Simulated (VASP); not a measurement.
Input of a VASP 6.6.1 run:

Contents of INCAR:

```
PREC = Accurate
ENCUT = 520
EDIFF = 1E-6
ISMEAR = -1
SIGMA = 0.05
LREAL = False
LASPH = True
NELM = 100
ALGO = Normal
ISIF = 2
LWAVE = False
LCHARG = True
GGA = B5
ALDAX = 1.0
AGGAX = 1.0
AGGAC = 1.0
ALDAC = 0.0
LELF = True
LVHAR = True
NBANDS = 13
```

Contents of KPOINTS:

```
regular mesh
0
Gamma
  5 5 5
```

The input POSCAR:

```
Pb
1.0
    0.0193336300      2.4628699300      2.4528113600
    2.5028571400     -0.0067465600      2.4788915500
    2.4813249000      2.4674178800      0.0147856800
Pb
1
Direct
    0.0000000000      0.0000000000      0.0000000000
```

Potentials or basis: VASP PAW PBE potentials, release 64 (Pb_d).

Command:

```console
$ cat potpaw_PBE.64/Pb_d/POTCAR > POTCAR
$ mpirun -np 1 vasp_std > vasp.out
```

**Question.** What does it give for the pressure?

**Answer.** 6.0 GPa.

**Question.** Predict the band gap on the k mesh.

**Answer.** Zero (band 7 reaches 14.94 eV, above the bottom of band 8 at 7.24 eV).

Stress tensor (GPa, compression positive):
```
 6.53  0.03 -0.61
 0.03  6.00  0.16
-0.61  0.16  5.55
```

Caveat: the k points lie up to 0.44 Å⁻¹ apart; the PAW data sets were made with another functional, which shifts forces and pressure a little; spin-orbit coupling is left out, which moves the levels of the heavy elements.
